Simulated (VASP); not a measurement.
# BaTe in VASP: a series of runs

The runs below take BaTe through single point, with r2SCAN, PBE.

Program: VASP 6.6.1. These are calculated values, not measurements. Logs are shortened: lines on timing, memory, paths and dates and some standing lists are left out, and cuts for length are marked.

### Step 1. The cell of the first run

Symmetry: Fm-3m, No. 225, cubic system. The conventional cell has a = 7.418 Å, b = 7.418 Å, c = 7.418 Å, α = 90.00°, β = 90.00°, γ = 90.00°. Within 4.9 Å of Ba (site symmetry m-3m) lie 6 Te at 3.71 Å. Te (site symmetry m-3m) has 6 Ba at 3.71 Å within 4.9 Å.

### Step 2. Single point, r2SCAN (strain +5.0%)

POSCAR

```
BaTe
1.0
    0.0000000000      3.7090061875      3.7090061875
    3.7090061875      0.0000000000      3.7090061875
    3.7090061875      3.7090061875      0.0000000000
Ba Te
1 1
Direct
    0.0000000000      0.0000000000      0.0000000000
    0.5000000000      0.5000000000      0.5000000000
```

INCAR.step1

```
PREC     = Accurate       # precision mode
ENCUT    = 520            # plane-wave cutoff, eV
ISMEAR   = 0              # smearing method
SIGMA    = 0.01           # smearing width, eV
LREAL    = False          # projectors in reciprocal space
LASPH    = True           # aspherical terms in the spheres
NELM     = 60             # most SCF steps
NBANDS   = 15             # bands
GGA      = PE             # functional
ALGO     = Normal         # electronic algorithm
EDIFF    = 1E-4           # SCF threshold, eV
LWAVE    = True           # write WAVECAR
LCHARG   = False          # write CHGCAR
```

INCAR.step2

```
PREC     = Accurate       # precision mode
ENCUT    = 520            # plane-wave cutoff, eV
EDIFF    = 1E-7           # SCF threshold, eV
ISMEAR   = 0              # smearing method
SIGMA    = 0.01           # smearing width, eV
LREAL    = False          # projectors in reciprocal space
LASPH    = True           # aspherical terms in the spheres
NELM     = 60             # most SCF steps
ALGO     = Normal         # electronic algorithm
ISIF     = 2              # what is computed and relaxed
LWAVE    = False          # write WAVECAR
LCHARG   = True           # write CHGCAR
METAGGA  = R2SCAN         # meta-GGA
LMIXTAU  = True         
LELF     = True           # ELF
LVHAR    = True         
NBANDS   = 15             # bands
ISTART   = 1
```

KPOINTS

```
Automatic mesh
0
Gamma
  6 6 6
```

Potentials or basis: VASP PAW PBE potentials, release 64 (Ba_sv, Te).

Started as:

```
$ cat potpaw_PBE.64/Ba_sv/POTCAR potpaw_PBE.64/Te/POTCAR > POTCAR
$ cp INCAR.step1 INCAR
$ mpirun -np 1 vasp_std > vasp.out
$ cp INCAR.step2 INCAR
$ mpirun -np 1 vasp_std > vasp.out
```

OUTCAR:

```text
PREC = Accurate
   ENCUT = 520
   EDIFF = 1E-7
   ISMEAR = 0
   LREAL = False
   LASPH = True
   NELM = 60
   ISIF = 2
   METAGGA = R2SCAN
   ISTART = 1

 ion  position               nearest neighbor table
   1  0.000  0.000  0.000-   2 3.71   2 3.71   2 3.71   2 3.71   2 3.71   2 3.71
   2  0.500  0.500  0.500-   1 3.71   1 3.71   1 3.71   1 3.71   1 3.71   1 3.71

  LATTYP: Found a face centered cubic cell.
 ALAT       =     7.4180123750

  Lattice vectors:

 A1 = (   0.0000000000,   3.7090061875,   3.7090061875)
 A2 = (   3.7090061875,   0.0000000000,   3.7090061875)
 A3 = (   3.7090061875,   3.7090061875,   0.0000000000)

Analysis of symmetry for initial positions (statically):
=====================================================================
 Subroutine PRICEL returns:
 Original cell was already a primitive cell.

 Routine SETGRP: Setting up the symmetry group for a
 face centered cubic supercell.

 Subroutine GETGRP returns: Found 48 space group operations
 (whereof 48 operations were pure point group operations)
 out of a pool of 48 trial point group operations.

The static configuration has the point symmetry O_h .

Analysis of symmetry for dynamics (positions and initial velocities):
=====================================================================
 Subroutine PRICEL returns:
 Original cell was already a primitive cell.

 Routine SETGRP: Setting up the symmetry group for a
 face centered cubic supercell.

 Subroutine GETGRP returns: Found 48 space group operations
 (whereof 48 operations were pure point group operations)
 out of a pool of 48 trial point group operations.

The dynamic configuration has the point symmetry O_h .

 Subroutine INISYM returns: Found 48 space group operations
 (whereof 48 operations are pure point group operations),
 and found     1 'primitive' translations

----------------------------------------------------------------------------------------

                                     Primitive cell

  volume of cell :     102.0476

  direct lattice vectors                    reciprocal lattice vectors
     0.000000000  3.709006187  3.709006187    -0.134807001  0.134807001  0.134807001
     3.709006187  0.000000000  3.709006187     0.134807001 -0.134807001  0.134807001
     3.709006187  3.709006187  0.000000000     0.134807001  0.134807001 -0.134807001

  length of vectors
     5.245326853  5.245326853  5.245326853     0.233492575  0.233492575  0.233492575

  position of ions in fractional coordinates (direct lattice)
     0.000000000  0.000000000  0.000000000
     0.500000000  0.500000000  0.500000000

  ion indices of the primitive-cell ions
   primitive index   ion index
                 1           1
                 2           2

----------------------------------------------------------------------------------------

 KPOINTS: Automatic mesh

Automatic generation of k-mesh.
 Grid dimensions read from file:
 generate k-points for:    6    6    6

 Generating k-lattice:

  Cartesian coordinates                     Fractional coordinates (reciprocal lattice)
    -0.022467833  0.022467833  0.022467833     0.166666667  0.000000000  0.000000000
     0.022467833 -0.022467833  0.022467833     0.000000000  0.166666667  0.000000000
     0.022467833  0.022467833 -0.022467833     0.000000000  0.000000000  0.166666667

  Length of vectors
     0.038915429  0.038915429  0.038915429

  Shift w.r.t. Gamma in fractional coordinates (k-lattice)
     0.000000000  0.000000000  0.000000000

 Subroutine IBZKPT returns following result:
 ===========================================

 Found     16 irreducible k-points:

 Following reciprocal coordinates:
            Coordinates               Weight
  0.000000  0.000000  0.000000      1.000000
  0.166667  0.000000  0.000000      8.000000
  0.333333  0.000000  0.000000      8.000000
  0.500000  0.000000  0.000000      4.000000
  0.166667  0.166667  0.000000      6.000000
  0.333333  0.166667  0.000000     24.000000
[... 8 lines left out ...]
 -0.333333  0.333333  0.166667     24.000000
 -0.333333  0.500000  0.166667     12.000000
   k-points           NKPTS =     16   k-points in BZ     NKDIM =     16   number of bands    NBANDS=     15
   number of dos      NEDOS =    301   number of ions     NIONS =      2
   total plane-waves  NPLWV =  64000
   dimension x,y,z NGX =    40 NGY =   40 NGZ =   40
   dimension x,y,z NGXF=    80 NGYF=   80 NGZF=   80
   ions per type =               1   1
   NGX,Y,Z   is equivalent  to a cutoff of  12.68, 12.68, 12.68 a.u.
   NGXF,Y,Z  is equivalent  to a cutoff of  25.36, 25.36, 25.36 a.u.
 SYSTEM =  unknown system
   PREC   = accura    normal or accurate (medium, high low for compatibility)
   ISTART =      1    job   : 0-new  1-cont  2-samecut
   ICHARG =      0    charge: 1-file 2-atom 10-const
   ISPIN  =      1    spin polarized calculation?
   LNONCOLLINEAR =      F non collinear calculations
   LSORBIT =      F    spin-orbit coupling
   LASPH  =      T    aspherical Exc in radial PAW
   ENCUT  =  520.0 eV  38.22 Ry    6.18 a.u.   9.75  9.75  9.75*2*pi/ulx,y,z
   NELM   =     60;   NELMIN=  2; NELMDL=  0     # of ELM steps
   EDIFF  = 0.1E-06   stopping-criterion for ELM
   LREAL  =      F    real-space projection
   EDIFFG = 0.1E-05   stopping-criterion for IOM
   NSW    =      0    number of steps for IOM
   IBRION =     -1    ionic relax: 0-MD 1-quasi-New 2-CG
   NFREE  =      0    steps in history (QN), initial steepest desc. (CG)
   ISIF   =      2    stress and relaxation
   ISYM   =      2    0-nonsym 1-usesym 2-fastsym
   POTIM  = 0.5000    time-step for ionic-motion
   TEBEG  =    0.0;   TEEND  =   0.0 temperature during run
   PSTRESS=    0.0 pullay stress
   NELECT =      16.0000    total number of electrons
   NUPDOWN=      -1.0000    fix difference up-down
   EMIN   =  10.00;   EMAX   =-10.00  energy-range for DOS
   EFERMI =   0.00;   METHOD = LEGACY
   ISMEAR =     0;   SIGMA  =   0.01  broadening in eV -4-tet -1-fermi 0-gaus
   EFERMI_NEDOS =   21; number of points for ismear=-14 and -15
   IALGO  =     38    algorithm
   IMIX   =      4    mixing-type and parameters
     AMIX     =   0.40;   BMIX     =  1.00
     AMIX_MAG =   1.60;   BMIX_MAG =  1.00
  volume/ion in A,a.u.               =      51.02       344.33
  Fermi-wavevector in a.u.,A,eV,Ry     =   0.882769  1.668192 10.602773  0.779282
  Thomas-Fermi vector in A             =   2.003445
   LORBIT       =      0    0 simple, 1 ext, 2 COOP (PROOUT), +10 PAW based schemes
   METAGGA = R2SCAN    functional components
   LHFCALC =     F    Hartree Fock is set to
   AEXX    =    0.0000 exact exchange contribution
   IVDW    =     0    specifies the selected vdW correction
   LEPSILON=     F    determine dielectric tensor
   LRPA    =     F    only Hartree local field effects (RPA)
 non-spin polarized calculation
 Gauss-broadening in eV      SIGMA  =   0.01
  energy-cutoff  :      520.00
  volume of cell :      102.05
 maximum number of plane-waves:      2778
   NGX = 19   NGY = 19   NGZ = 19

 number of electron      16.0000000 magnetization

 Free energy of the ion-electron system (eV)
  ---------------------------------------------------
  ext. energy  EPLUGINS =         0.00000000
  ---------------------------------------------------
  free energy    TOTEN  =       -55.88744469 eV

  energy without entropy =      -55.88744469  energy(sigma->0) =      -55.88744469

 E-fermi :   1.1370     XC(G=0):  -7.9204

 val. band max:        1.0778254298   @ k =   0.0000   0.0000   0.0000
 cond. band min:       3.2462568162   @ k =   0.5000   0.5000   0.0000
 fundamental gap:      2.1684313864
 Fermi energy:         1.1369777467

 k-point     1 :       0.0000    0.0000    0.0000
  band No.  band energies     occupation
      1     -27.2548      2.00000
      2     -11.9393      2.00000
      3     -11.9393      2.00000
      4     -11.9393      2.00000
      5      -8.3896      2.00000
      6       1.0778      2.00000
      7       1.0778      2.00000
      8       1.0778      2.00000
      9       3.9716      0.00000
     10       4.4562      0.00000
     11       4.4562      0.00000
     12       4.4562      0.00000
     13       4.9854      0.00000
     14       4.9854      0.00000
     15       8.4526      0.00000

 k-point     2 :       0.1667    0.0000    0.0000
  band No.  band energies     occupation
      1     -27.2536      2.00000
      2     -11.9867      2.00000
      3     -11.9409      2.00000
      4     -11.9409      2.00000
      5      -8.2913      2.00000
      6       0.4551      2.00000
      7       0.8233      2.00000
      8       0.8233      2.00000
      9       4.3984      0.00000
     10       4.7405      0.00000
     11       4.7405      0.00000
     12       4.9659      0.00000
     13       5.5640      0.00000
     14       5.5640      0.00000
     15       9.0946      0.00000

 k-point     3 :       0.3333    0.0000    0.0000
  band No.  band energies     occupation
      1     -27.2510      2.00000
      2     -12.0761      2.00000
      3     -11.9442      2.00000
      4     -11.9442      2.00000
      5      -8.0948      2.00000
      6      -0.3783      2.00000
      7       0.4273      2.00000
      8       0.4273      2.00000
      9       4.7831      0.00000
     10       5.4623      0.00000
     11       5.4623      0.00000
     12       6.1983      0.00000
     13       6.8813      0.00000
     14       6.8813      0.00000
     15       8.8614      0.00000
[... 199 lines left out ...]
 k-point    15 :      -0.3333    0.3333    0.1667
  band No.  band energies     occupation
      1     -27.2485      2.00000
      2     -12.0539      2.00000
      3     -11.9924      2.00000
      4     -11.9690      2.00000
      5      -8.1002      2.00000
      6      -0.1942      2.00000
      7       0.2496      2.00000
      8       0.3254      2.00000
      9       4.9626      0.00000
     10       5.0701      0.00000
     11       6.3260      0.00000
     12       6.4141      0.00000
     13       6.5264      0.00000
     14       8.1211      0.00000
     15       8.6069      0.00000

 k-point    16 :      -0.3333    0.5000    0.1667
  band No.  band energies     occupation
      1     -27.2481      2.00000
      2     -12.0222      2.00000
      3     -11.9956      2.00000
      4     -11.9933      2.00000
      5      -8.1581      2.00000
      6       0.1170      2.00000
      7       0.2312      2.00000
      8       0.4273      2.00000
      9       4.0854      0.00000
     10       5.7683      0.00000
     11       5.8575      0.00000
     12       6.2886      0.00000
     13       6.7164      0.00000
     14       7.2984      0.00000
     15       8.9128      0.00000

------------------------ aborting loop because EDIFF is reached ----------------------------------------

  FORCE on cell =-STRESS in cart. coord.  units (eV):
  Direction    XX          YY          ZZ          XY          YZ          ZX
  --------------------------------------------------------------------------------------
  -------------------------------------------------------------------------------------
  Total       -1.9643250     -1.9643250     -1.9643250      0.0000000      0.0000000      0.0000000
  in kB      -30.8404898    -30.8404898    -30.8404898      0.0000000      0.0000000      0.0000000
  external PRESSURE =     -30.8404898 kB  Pullay stress =       0.0000000 kB

 VOLUME and BASIS-vectors are now :
 -----------------------------------------------------------------------------
  energy-cutoff  :      520.00
  volume of cell :      102.05
      direct lattice vectors                 reciprocal lattice vectors
     0.000000000  3.709006187  3.709006187    -0.134807001  0.134807001  0.134807001
     3.709006187  0.000000000  3.709006187     0.134807001 -0.134807001  0.134807001
     3.709006187  3.709006187  0.000000000     0.134807001  0.134807001 -0.134807001

 POSITION                                       TOTAL-FORCE (eV/Angst)
 -----------------------------------------------------------------------------------
      0.00000      0.00000      0.00000         0.000000      0.000000      0.000000
      3.70901      3.70901      3.70901         0.000000      0.000000      0.000000
 -----------------------------------------------------------------------------------
    total drift:                                0.000000     -0.000000     -0.000000

  FREE ENERGIE OF THE ION-ELECTRON SYSTEM (eV)
  ---------------------------------------------------
  free  energy   TOTEN  =       -55.8874446934 eV

  energy  without entropy=      -55.8874446934  energy(sigma->0) =      -55.88744469
```

It took 85 s on 1 thread of Intel Xeon Platinum 8375C at 2.90GHz (Ice Lake), shared host; peak memory 0.27 GiB.

Results:

| Quantity | Value |
| --- | --- |
| Free energy | -55.8874 eV |
| Pressure | -3.1 GPa |
| Band gap on the k mesh | 2.17 eV, indirect (least direct gap 2.54 eV) |

Levels at points of the mesh, in eV from the valence-band top:
```csv
k point,band 6,band 7,band 8,band 9,band 10,band 11
"(0.00, 0.00, 0.00)",0.00,0.00,0.00,2.89,3.38,3.38
"(0.50, 0.00, 0.00)",-1.79,-0.81,-0.81,4.35,4.80,4.98
"(0.50, 0.50, 0.00)",-1.06,-0.37,-0.37,2.17,4.59,4.63
```

Caveat: the cell differs from its parent crystal (strain +5.0%); the PAW data sets were made with another functional, which shifts forces and pressure a little; spin-orbit coupling is left out, which moves the levels of the heavy elements.

[end of part 1 of 2]
